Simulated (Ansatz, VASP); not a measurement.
Ba in VASP and in Ansatz

```
Ba
1.0
    -3.66539    3.66446    1.98419
     3.66446   -3.66539    1.98419
     3.66710    3.66710   -1.98590
Ba
2
Direct
  0.00005 0.99995 0.00000
  0.74995 0.25005 0.50000
```

Alike in both runs: task single point; functional PBE; k mesh 10 × 10 × 7; occupations fermi-dirac, width 0.1 eV; no spin polarisation.

|  | VASP | Ansatz |
| --- | --- | --- |
| version | VASP 6.6.1 | Ansatz 0.2.0 |
| potentials or method | VASP PAW PBE potentials, release 64 (Ba_sv), cutoff 520 eV | plane waves (420 eV) with PAW, scalar-relativistic |
| valence electrons in the cell | 20 | 20 |

Ansatz gave:

- pressure (GPa): 1.2
- traceless stress, the component that is largest in VASP (GPa): 0.08

Task: Which values does VASP return?

Result: Pressure (GPa): 1.4; traceless stress, the component that is largest in VASP (GPa): 0.05.

Spin-orbit coupling is off throughout.
